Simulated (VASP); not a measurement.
The system is PbS.

```
Pb S
1.0
     0.00000    2.98809    2.98809
     2.98809    0.00000    2.98809
     2.98809    2.98809    0.00000
Pb S
1 1
Direct
  0.50000 0.50000 0.50000
  0.00000 0.00000 0.00000
```

- Program: VASP 6.6.1
- Task: relaxation of cell and atoms
- Functional: LDA
- Potentials or basis: VASP PAW LDA potentials, release 64 (Pb_d, S)
- Cutoff: 500 eV
- k mesh: 10 × 10 × 10
- Occupations: gaussian, width 0.02 eV
- Spin: no spin polarisation

At the start: pressure -3.7 GPa; volume 26.68 Å³/atom.

Where does the relaxation end?

Over 20 steps the energy falls by 20.4 meV/atom and the volume is 25.00 Å³/atom (-6.3 %); space group Fm-3m (No. 225, to 0.1 Å) before and after.

The path:
```tsv
step	energy change (eV)	largest force (eV/Å)	pressure (GPa)	volume (Å³)
1	0.0000	0.0000	-3.69	53.36
2	-0.0347	0.0000	1.63	48.75
3	-0.0409	0.0000	0.02	49.98
4	-0.0409	0.0000	-0.05	50.04
5	-0.0409	0.0000	-0.06	50.04
6	-0.0409	0.0000	-0.05	50.04
7	-0.0409	0.0000	-0.05	50.04
8	-0.0409	0.0000	-0.05	50.04
9	-0.0409	0.0000	-0.05	50.04
10	-0.0409	0.0000	-0.05	50.04
11	-0.0409	0.0000	-0.05	50.04
12	-0.0409	0.0000	-0.05	50.04
13	-0.0409	0.0000	-0.05	50.04
14	-0.0409	0.0000	-0.05	50.03
15	-0.0409	0.0000	-0.04	50.03
16	-0.0409	0.0000	-0.03	50.02
17	-0.0409	0.0000	-0.01	50.00
18	-0.0409	0.0000	0.05	49.96
19	-0.0409	0.0000	0.01	49.99
20	-0.0409	0.0000	0.01	49.99
```

Final structure:
```
CELL_PARAMETERS angstrom
0.00000 2.92389 2.92389
2.92389 0.00000 2.92389
2.92389 2.92389 0.00000
ATOMIC_POSITIONS crystal
Pb 0.50000 0.50000 0.50000
S 0.00000 0.00000 0.00000
```
